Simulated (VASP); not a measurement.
Crystal: MnF2.

```xyz
6
Lattice="4.8734 0.0000 0.0000 0.0000 4.8734 0.0000 0.0000 0.0000 3.3099" Properties=species:S:1:pos:R:3 pbc="T T T"
Mn    0.0000    0.0000    0.0000
Mn    2.4367    2.4367    1.6549
F     1.4864    1.4864    0.0000
F     0.9503    3.9231    1.6549
F     3.3870    3.3870    0.0000
F     3.9231    0.9503    1.6549
```

Base run:

```yaml
Program: VASP 6.6.1
Functional: PBEsol
Potentials_or_basis: VASP PAW PBE potentials, release 64 (Mn_pv, F)
Cutoff: 520 eV
k_mesh: 5 × 5 × 7
Occupations: gaussian, width 0.05 eV
Spin: collinear spin, antiferromagnetic start
Starting_moments: "[4.66, -4.66, -0.02, 0.02, -0.02, 0.02] μB"
Hubbard_terms: Mn d U = 6.0 eV
```

Its results: band gap on the k mesh 3.97 eV (least direct gap 4.00 eV); pressure 0.7 GPa; net moment 0.00 μB per cell; site moments Mn +4.71, -4.71; F -0.01, +0.01 (each value once) μB; largest force 0.005 eV/Å.

Question: The run is repeated on the same cell with these changes: spin from collinear spin, antiferromagnetic start to collinear spin, ferromagnetic start; moments at the start from [4.66, -4.66, -0.02, 0.02, -0.02, 0.02] to [5.0, 5.0, 0.0, 0.0, 0.0, 0.0]. What comes out?

Answer: Band gap on the k mesh 2.84 eV; pressure 1.1 GPa; net moment 10.00 μB per cell; site moments Mn +4.73; F +0.04 μB; largest force 0.006 eV/Å.

Caveats: the PAW data sets were made with another functional, which shifts forces and pressure a little; an odd mesh through Γ misses points on the zone boundary, where band edges can lie.
